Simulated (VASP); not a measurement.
Here is a VASP 6.6.1 calculation.

Contents of INCAR:

```
SYSTEM = Al3GaN4
PREC = Accurate
ENCUT = 520
EDIFF = 1E-6
ISMEAR = 0
SIGMA = 0.02
LREAL = Auto
LASPH = .True.
NELM = 100
ALGO = Normal
ISIF = 2
LWAVE = .False.
LCHARG = .False.
GGA = PS
NBANDS = 56
```

The input KPOINTS:

```
regular mesh
0
Gamma
  6 4 4
  0 0 0
```

The input POSCAR:

```
Al3GaN4
1.0
    0.0000000000      0.0000000000     -5.0426232694
    3.1298732138      5.4210994276      0.0000000000
    3.1276510703     -5.4198164724      0.0000000000
Ga Al N
2 6 8
Direct
   -0.0008705098      0.1657364743      0.3314729486
    0.4991294902      0.3342635257      0.6685270514
    0.0001661853      0.1652402569      0.8337710783
    0.0004670762      0.6668752688      0.3337505377
    0.0001661853      0.6685308214      0.8337710783
    0.5001661853      0.3347597431      0.1662289217
    0.5004670762      0.8331247312      0.6662494623
    0.5001661853      0.8314691786      0.1662289217
    0.6119671910      0.1633563679      0.3267127358
    0.6233437898      0.1627148394      0.8367416774
    0.6214162924      0.6668974807      0.3337949614
    0.6233437898      0.6740268380      0.8367416774
    0.1119671910      0.3366436321      0.6732872642
    0.1233437898      0.3372851606      0.1632583226
    0.1214162924      0.8331025193      0.6662050386
    0.1233437898      0.8259731620      0.1632583226
```

Potentials or basis: VASP PAW PBE potentials, release 64 (Ga_d, Al, N).

The run is started by

```console
$ cat potpaw_PBE.64/Ga_d/POTCAR potpaw_PBE.64/Al/POTCAR potpaw_PBE.64/N/POTCAR > POTCAR
$ mpirun -np 1 vasp_std > vasp.out
```

Problem. Predict the band gap on the k mesh.

Solution. 3.51 eV, direct.

Problem. Predict the pressure.

Solution. -0.1 GPa.

Problem. What does it give for the largest force?

Solution. 0.013 eV/Å.

Forces in eV/Å, atoms in the order of the input:
```
Ga   0.002 -0.001  0.003
Ga  -0.002  0.001  0.003
Al   0.000 -0.001  0.000
Al   0.003 -0.002  0.001
Al   0.001  0.000  0.000
Al   0.000  0.001  0.000
Al  -0.003  0.002  0.001
Al  -0.001  0.000  0.000
N    0.009 -0.005 -0.008
N    0.001  0.008  0.002
N    0.000  0.000  0.000
N   -0.007 -0.004  0.002
N   -0.009  0.005 -0.008
N   -0.001 -0.008  0.002
N    0.000  0.000  0.000
N    0.007  0.004  0.002
```

Caveat: the PAW data sets were made with another functional, which shifts forces and pressure a little. A k mesh can miss the band edges.
